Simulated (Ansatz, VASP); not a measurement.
# Two plane-wave programs on Pt

```
Pt
1.0
     0.00000    1.96239    1.96239
     1.96239    0.00000    1.96239
     1.96239    1.96239    0.00000
Pt
1
Cartesian
  0.0000 0.0000 0.0000
```

Alike in both runs: functional r2SCAN; dispersion rVV10; k mesh 18 × 18 × 18; occupations gaussian, width 0.1 eV; no spin polarisation.

Ansatz relaxed the structure, and its values are those at the end. VASP's run is a single point on that final structure, the one shown.

```csv
,VASP,Ansatz
version,VASP 6.6.1,Ansatz 0.2.0
potentials or method,"VASP PAW PBE potentials, release 64 (Pt), cutoff 550 eV","scalar-relativistic, plane waves, PAW"
valence electrons in the cell,10,18
```

Ansatz gave:

* gap on the k mesh at the Fermi level (eV): none
* pressure (GPa): 0.0

Question: What did VASP give for the same quantities?

Answer: gap on the k mesh at the Fermi level (eV): none; pressure (GPa): 2.1.

VASP's potentials were made for PBE, not for r2SCAN. A gap of «none» marks a metal or a gap that the smearing closes. VASP's potentials hold 10 valence electrons a cell and Ansatz's 18, so a difference there can come from the potentials and not from the codes.

Neither program's run includes spin-orbit coupling.
